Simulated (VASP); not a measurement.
# As in VASP: notebook

As is run at these levels: PBE, PBEsol; tasks: single point.

Everything below comes from runs of VASP 6.6.1. Logs are shortened: lines on timing, memory, paths and dates and some standing lists are left out, and cuts for length are marked.

### 1 The cell of the first run

The typed cell holds 4 atoms: a = 5.795 Å, b = 5.795 Å, c = 4.470 Å, α = 90.00°, β = 90.00°, γ = 143.29°.

### 2 Single point, PBE (atoms moved at random)

File INCAR:

```
SYSTEM = As
PREC     = Accurate       ! precision mode
ENCUT    = 510            ! plane-wave cutoff, eV
EDIFF    = 1E-6           ! SCF threshold, eV
ISMEAR   = -1             ! smearing method
SIGMA    = 0.05           ! smearing width, eV
LREAL    = .False.        ! projectors in reciprocal space
LASPH    = .True.         ! aspherical terms in the spheres
NELM     = 120            ! most SCF steps
ALGO     = Normal         ! electronic algorithm
ISIF     = 2              ! what is computed and relaxed
LWAVE    = .False.        ! write WAVECAR
LCHARG   = .True.         ! write CHGCAR
GGA      = PE             ! functional
LELF     = .True.         ! ELF
LVHAR    = .True.       
NBANDS   = 38             ! bands
GGA_COMPAT= .False.
```

File KPOINTS:

```
Automatic mesh
0
Gamma
  8 8 6
  0 0 0
```

File POSCAR:

```
As
1.0
    1.8250000000     -5.5000000000      0.0000000000
    1.8250000000      5.5000000000      0.0000000000
    0.0000000000      0.0000000000      4.4700000000
As
4
Direct
    0.3753660000      0.6033550000      0.5586570000
    0.8865400000      0.1052810000      0.9396570000
    0.6182930000      0.3925030000      0.4395750000
    0.1142740000      0.8924760000      0.0569400000
```

Potentials or basis: VASP PAW PBE potentials, release 64 (As_d).

On the command line:

```sh
> cat potpaw_PBE.64/As_d/POTCAR > POTCAR
> mpirun -np 1 vasp_std > vasp.out
```

OUTCAR:

```text
SYSTEM = As
   PREC = Accurate
   ENCUT = 510
   EDIFF = 1E-6
   ISMEAR = -1
   LREAL = .False.
   LASPH = .True.
   NELM = 120
   ISIF = 2
   GGA = PE

 ion  position               nearest neighbor table
   1  0.375  0.603  0.559-   2 2.48   2 2.51   3 2.55
   2  0.887  0.105  0.940-   4 2.48   1 2.48   1 2.51
   3  0.618  0.393  0.440-   4 2.50   4 2.51   1 2.55
   4  0.114  0.892  0.057-   2 2.48   3 2.50   3 2.51

  LATTYP: Found a base centered orthorhombic cell.
 ALAT       =     3.6500000000
 B/A-ratio  =     3.0136986301
 C/A-ratio  =     1.2246575342

  Lattice vectors:

 A1 = (   1.8250000000,  -5.5000000000,   0.0000000000)
 A2 = (   1.8250000000,   5.5000000000,   0.0000000000)
 A3 = (   0.0000000000,   0.0000000000,   4.4700000000)

Analysis of symmetry for initial positions (statically):
=====================================================================
 Subroutine PRICEL returns:
 Original cell was already a primitive cell.

 Routine SETGRP: Setting up the symmetry group for a
 base centered orthorhombic supercell.

 Subroutine GETGRP returns: Found  1 space group operations
 (whereof  1 operations were pure point group operations)
 out of a pool of  8 trial point group operations.

The static configuration has the point symmetry C_1 .

Analysis of symmetry for dynamics (positions and initial velocities):
=====================================================================
 Subroutine PRICEL returns:
 Original cell was already a primitive cell.

 Routine SETGRP: Setting up the symmetry group for a
 base centered orthorhombic supercell.

 Subroutine GETGRP returns: Found  1 space group operations
 (whereof  1 operations were pure point group operations)
 out of a pool of  8 trial point group operations.

The dynamic configuration has the point symmetry C_1 .

 Subroutine INISYM returns: Found  1 space group operations
 (whereof  1 operations are pure point group operations),
 and found     1 'primitive' translations

----------------------------------------------------------------------------------------

                                     Primitive cell

  volume of cell :      89.7353

  direct lattice vectors                    reciprocal lattice vectors
     1.825000000 -5.500000000  0.000000000     0.273972603 -0.090909091  0.000000000
[... 81 lines left out ...]
   PREC   = accura    normal or accurate (medium, high low for compatibility)
   ISTART =      0    job   : 0-new  1-cont  2-samecut
   ICHARG =      2    charge: 1-file 2-atom 10-const
   ISPIN  =      1    spin polarized calculation?
   LNONCOLLINEAR =      F non collinear calculations
   LSORBIT =      F    spin-orbit coupling
   LASPH  =      T    aspherical Exc in radial PAW
   ENCUT  =  510.0 eV  37.48 Ry    6.12 a.u.  10.67 10.67  8.23*2*pi/ulx,y,z
   NELM   =    120;   NELMIN=  2; NELMDL= -5     # of ELM steps
   EDIFF  = 0.1E-05   stopping-criterion for ELM
   LREAL  =      F    real-space projection
   EDIFFG = 0.1E-04   stopping-criterion for IOM
   NSW    =      0    number of steps for IOM
   IBRION =     -1    ionic relax: 0-MD 1-quasi-New 2-CG
   NFREE  =      0    steps in history (QN), initial steepest desc. (CG)
   ISIF   =      2    stress and relaxation
   ISYM   =      2    0-nonsym 1-usesym 2-fastsym
   POTIM  = 0.5000    time-step for ionic-motion
   TEBEG  =    0.0;   TEEND  =   0.0 temperature during run
   PSTRESS=    0.0 pullay stress
   NELECT =      60.0000    total number of electrons
   NUPDOWN=      -1.0000    fix difference up-down
   EMIN   =  10.00;   EMAX   =-10.00  energy-range for DOS
   EFERMI =   0.00;   METHOD = LEGACY
   ISMEAR =    -1;   SIGMA  =   0.05  broadening in eV -4-tet -1-fermi 0-gaus
   EFERMI_NEDOS =   21; number of points for ismear=-14 and -15
   IALGO  =     38    algorithm
   IMIX   =      4    mixing-type and parameters
     AMIX     =   0.40;   BMIX     =  1.00
     AMIX_MAG =   1.60;   BMIX_MAG =  1.00
  volume/ion in A,a.u.               =      22.43       151.39
  Fermi-wavevector in a.u.,A,eV,Ry     =   1.431542  2.705223 27.882606  2.049314
  Thomas-Fermi vector in A             =   2.551268
   LORBIT       =      0    0 simple, 1 ext, 2 COOP (PROOUT), +10 PAW based schemes
   GGA     = PE    functional components
   LHFCALC =     F    Hartree Fock is set to
   AEXX    =    0.0000 exact exchange contribution
   IVDW    =     0    specifies the selected vdW correction
   LEPSILON=     F    determine dielectric tensor
   LRPA    =     F    only Hartree local field effects (RPA)
 non-spin polarized calculation
  energy-cutoff  :      510.00
  volume of cell :       89.74
 maximum number of plane-waves:      2379
 NGX is ok and might be reduce to    48
   NGX = 21   NGY = 21   NGZ = 17

 number of electron      60.0000004 magnetization

 Free energy of the ion-electron system (eV)
  ---------------------------------------------------
  ext. energy  EPLUGINS =         0.00000000
  ---------------------------------------------------
  free energy    TOTEN  =       -18.57617673 eV

  energy without entropy =      -18.57282147  energy(sigma->0) =      -18.57449910

 E-fermi :   3.1670     XC(G=0): -10.4340

 val. band max:        3.1627240410   @ k =  -0.3750   0.3750   0.0000
 cond. band min:       3.1728945030   @ k =   0.3750   0.5000   0.0000
 fundamental gap:      0.0101704620
 Fermi energy:         3.1669533031

 k-point     1 :       0.0000    0.0000    0.0000
  band No.  band energies     occupation
      1     -32.8296      2.00000
      2     -32.8272      2.00000
      3     -32.8082      2.00000
      4     -32.7839      2.00000
      5     -32.7813      2.00000
      6     -32.7544      2.00000
[... 973 lines left out ...]
     37      10.7130      0.00000
     38      11.1782      0.00000

 [... further k-points ...]
[... 5 lines left out ...]
  --------------------------------------------------------------------------------------
  -------------------------------------------------------------------------------------
  Total        2.0039872      0.7301142      0.9223549      0.2544249      0.0625945     -0.2697959
  in kB       35.7801736     13.0358176     16.4681791      4.5426270      1.1175925     -4.8170688
  external PRESSURE =      21.7613901 kB  Pullay stress =       0.0000000 kB

 VOLUME and BASIS-vectors are now :
 -----------------------------------------------------------------------------
  energy-cutoff  :      510.00
  volume of cell :       89.74
      direct lattice vectors                 reciprocal lattice vectors
     1.825000000 -5.500000000  0.000000000     0.273972603 -0.090909091  0.000000000
     1.825000000  5.500000000  0.000000000     0.273972603  0.090909091  0.000000000
     0.000000000  0.000000000  4.470000000     0.000000000  0.000000000  0.223713647

 POSITION                                       TOTAL-FORCE (eV/Angst)
 -----------------------------------------------------------------------------------
      1.78617      1.25394      2.49720         0.194312     -0.329170      0.065319
      1.81007     -4.29692      4.20027        -0.101536      0.145266     -0.035062
      1.84470     -1.24185      1.96490        -0.089113      0.331578     -0.134050
      1.83732      4.28011      0.25452        -0.003663     -0.147675      0.103793
 -----------------------------------------------------------------------------------
    total drift:                               -0.000169      0.000004      0.000075

  FREE ENERGIE OF THE ION-ELECTRON SYSTEM (eV)
  ---------------------------------------------------
  free  energy   TOTEN  =       -18.5761767327 eV

  energy  without entropy=      -18.5728214657  energy(sigma->0) =      -18.57449910
```

stdout:

```text
POSCAR found type information on POSCAR As
 POSCAR found :  1 types and       4 ions
 scaLAPACK will be used
 LDA part: xc-table for (Slater+PW92), standard interpolation
 POSCAR, INCAR and KPOINTS ok, starting setup
 FFT: planning ... GRIDC
 FFT: planning ... GRID_SOFT
 FFT: planning ... GRID
 WAVECAR not read
 entering main loop
```

Wall time 8.9 min (1 thread of Intel Xeon Platinum 8488C (Sapphire Rapids), shared host); peak memory 0.58 GiB.

What came out:

- Free energy: -18.5762 eV
- Pressure: 2.2 GPa
- Largest force: 0.388 eV/Å
- Band gap on the k mesh: zero (filled and empty bands touch)

Forces on the atoms (eV/Å):
```
As   0.194 -0.329  0.065
As  -0.102  0.145 -0.035
As  -0.089  0.332 -0.134
As  -0.004 -0.148  0.104
```

Stress tensor (GPa, compression positive):
```
 3.58  0.45 -0.48
 0.45  1.30  0.11
-0.48  0.11  1.65
```

Caveat: the cell differs from its parent crystal (atoms moved at random).

### 3 Single point, PBEsol

This run uses another cell than the first one, of 23.34 Å³/atom.

File INCAR:

```
ALGO = Normal
EDIFF = 1E-6
ENCUT = 510
GGA = PS
GGA_COMPAT = F
ISIF = 2
ISMEAR = -1
LASPH = T
LCHARG = F
LREAL = F
LWAVE = F
NBANDS = 38
NELM = 120
PREC = Accurate
SIGMA = 0.05
```

File KPOINTS:

```
k-points
0
Gamma
  6 6 5
```

File POSCAR:

```
As
1.0
    1.8615000000     -5.6100000000      0.0000000000
    1.8615000000      5.6100000000      0.0000000000
    0.0000000000      0.0000000000      4.4700000000
As
4
Direct
    0.3900000000      0.6100000000      0.5600000000
    0.8900000000      0.1100000000      0.9400000000
    0.6100000000      0.3900000000      0.4400000000
    0.1100000000      0.8900000000      0.0600000000
```

Potentials or basis: VASP PAW PBE potentials, release 64 (As_d).

On the command line:

```sh
> cat potpaw_PBE.64/As_d/POTCAR > POTCAR
> mpirun -np 1 vasp_std > vasp.out
```

It took 80 s on 1 thread of Intel Xeon Platinum 8488C (Sapphire Rapids), shared host; peak memory 0.3 GiB.

It converged, with:

```
Free energy            : -20.2681 eV
Pressure               : -2.8 GPa
Largest force          : 0.308 eV/Å
Band gap on the k mesh : zero (bands 30 and 31 overlap by 0.02 eV)
```

Forces on the atoms (eV/Å):
```
As   0.000 -0.247  0.183
As   0.000 -0.247 -0.183
As   0.000  0.247 -0.183
As   0.000  0.247  0.183
```

Stress tensor (GPa, compression positive):
```
-2.11  0.00  0.00
 0.00 -3.58  0.00
 0.00  0.00 -2.77
```

Levels at points of the mesh, in eV from the Fermi level:
```
           k point  band 26  band 27  band 28  band 29  band 30  band 31  band 32  band 33  band 34  band 35
(0.00, 0.00, 0.00)    -4.14    -3.10    -2.19    -2.01    -0.97     1.85     1.85     2.33     3.29     4.62
(0.50, 0.00, 0.00)    -3.65    -2.47    -2.47    -2.31    -2.31     0.80     0.80     0.99     0.99     2.97
(0.50, 0.50, 0.00)    -4.33    -3.44    -1.72    -1.45    -0.51    -0.01     1.85     2.16     2.95     4.59
```

Caveat: the PAW data sets were made with another functional, which shifts forces and pressure a little.
